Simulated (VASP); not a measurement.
**GaAs: single point with PBE**

GaAs:

```
As Ga
1.0
     0.00000    2.82685    2.82685
     2.82685    0.00000    2.82685
     2.82685    2.82685    0.00000
As Ga
1 1
Direct
  0.75000 0.75000 0.75000
  0.00000 0.00000 0.00000
```

| Quantity | Value |
| --- | --- |
| Program | VASP 6.6.1 |
| Task | single point |
| Functional | PBE |
| Potentials or basis | VASP PAW PBE potentials, release 64 (As, Ga_d) |
| Cutoff | 520 eV |
| k mesh | 8 × 8 × 8 |
| Occupations | gaussian, width 0.022 eV |
| Spin | no spin polarisation |
| Dipole correction | no |
| Further INCAR settings | ALGO = Normal; EDIFF = 1e-06; NBANDS = 16 |

```json
{
  "Pressure": "3.4 GPa",
  "Band gap on the k mesh": "0.52 eV, direct"
}
```

Levels at points of the mesh, in eV from the valence-band top:
| k point | band 6 | band 7 | band 8 | band 9 | band 10 | band 11 | band 12 | band 13 |
| --- | --- | --- | --- | --- | --- | --- | --- | --- |
| (0.00, 0.00, 0.00) | -12.73 | 0.00 | 0.00 | 0.00 | 0.52 | 3.73 | 3.73 | 3.73 |
| (0.50, 0.00, 0.00) | -10.96 | -6.64 | -1.14 | -1.14 | 1.00 | 4.63 | 4.63 | 7.75 |
| (0.50, 0.50, 0.00) | -10.22 | -6.82 | -2.68 | -2.68 | 1.46 | 1.65 | 10.17 | 10.17 |

Wall time 18 s on 1 thread of AMD EPYC 9R45 (Zen 5) (shared host), peak memory 0.14 GiB.

A k mesh can miss the band edges.
